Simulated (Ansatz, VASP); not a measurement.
# NaH: VASP beside Ansatz

```
Na H
1.0
     0.00000    2.39751    2.39751
     2.39751    0.00000    2.39751
     2.39751    2.39751    0.00000
Na H
1 1
Direct
  0.00000 0.00000 0.00000
  0.50000 0.50000 0.50000
```

Alike in both runs: task single point; functional HSE06; k mesh 6 × 6 × 6; no spin polarisation.

|  | VASP | Ansatz |
| --- | --- | --- |
| version | VASP 6.6.1 | Ansatz 0.2.0 |
| potentials or method | VASP PAW PBE potentials, release 64 (Na_pv, H) | plane waves, PAW |
| plane-wave cutoff (eV) | 520 | 420 |
| occupations | gaussian, width 0.01 eV | fixed |
| valence electrons in the cell | 8 | 10 |

```tsv
	VASP	Ansatz	Ansatz less VASP
gap on the k mesh at the Fermi level (eV)	4.89	4.90	+0.005
pressure (GPa)	0.2	0.2	-0.01
```

VASP's potentials hold 8 valence electrons a cell and Ansatz's 10, so a difference there can come from the potentials and not from the codes. Ansatz's warnings: stress exchange threshold loose, stress scf threshold loose.
